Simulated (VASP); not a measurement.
Input of a VASP 6.6.1 run:

Contents of INCAR:

```
SYSTEM = SiC
  PREC = Accurate
  ENCUT = 520
  EDIFF = 1E-6
  ISMEAR = 0
  SIGMA = 0.05
  LREAL = .False.
  LASPH = .True.
  NELM = 60
  ALGO = Normal
  ISIF = 2
  LWAVE = .False.
  LCHARG = .False.
  GGA = PE
  NBANDS = 11
```

KPOINTS

```
Automatic mesh
0
Gamma
  10 10 10
  0 0 0
```

Contents of POSCAR:

```
SiC
1.0
    0.0000000000      2.1022340578      2.2336236864
    2.2336236864      0.0000000000      2.2336236864
    2.2336236864      2.1022340578      0.0000000000
Si C
1 1
Direct
    0.0000000000      0.0000000000      0.0000000000
    0.7500000000      0.7500000000      0.7500000000
```

Potentials or basis: VASP PAW PBE potentials, release 64 (Si, C).

The run is started by

```sh
$ cat potpaw_PBE.64/Si/POTCAR potpaw_PBE.64/C/POTCAR > POTCAR
$ mpirun -np 1 vasp_std > vasp.out
```

Question: What does it give for the pressure?

Answer: -0.1 GPa.

Question: Estimate the band gap on the k mesh.

Answer: 0.78 eV, indirect (least direct gap 4.46 eV).

Stress tensor (GPa, compression positive):
```
-4.62  0.00  0.00
 0.00  9.08  0.00
 0.00  0.00 -4.62
```

Caveat: the cell differs from its parent crystal (strain +e along x and -e along y +0.0000, strain +e along z and -e/2 along x and y -0.0400). A k mesh can miss the band edges.
